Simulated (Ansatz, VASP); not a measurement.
## TeS2F2 in VASP and in Ansatz

```xyz
5
Lattice="4.2381 0.0000 0.0000 -2.1190 3.6703 0.0000 0.0000 0.0000 8.2820" Properties=species:S:1:pos:R:3 pbc="T T T"
Te    0.0000    0.0000    3.9752
S     0.0000    0.0000    6.6696
S     0.0000    0.0000    2.2148
F     0.0000    2.4468    3.3869
F     2.1190    1.2234    3.3869
```

Alike in both runs: task relaxation of cell and atoms; functional PBE; k mesh 6 × 6 × 2; occupations gaussian, width 0.1 eV; no spin polarisation.

|  | VASP | Ansatz |
| --- | --- | --- |
| version | VASP 6.6.1 | Ansatz 0.2.0 |
| potentials or method | VASP PAW PBE potentials, release 64 (Te, S, F), cutoff 600 eV | scalar-relativistic, plane waves, PAW |
| valence electrons in the cell | 32 | 42 |

```tsv
	VASP	Ansatz	Ansatz less VASP
relaxed volume (Å³/atom)	21.30	25.72	+4.419
relaxed length of the cell vector where the two differ most in proportion (Å)	7.179	8.421	+1.2412
```

One of these differences is far larger than is usual between the two programs; its cause wasn't traced. VASP's potentials hold 32 valence electrons a cell and Ansatz's 42, so a difference there can come from the potentials and not from the codes.

The k mesh is coarse, so the values compare programs but aren't converged. Spin-orbit coupling is off throughout. Noted on VASP's run: the volume moved by over 15 % at a fixed basis, so the end points are rough.
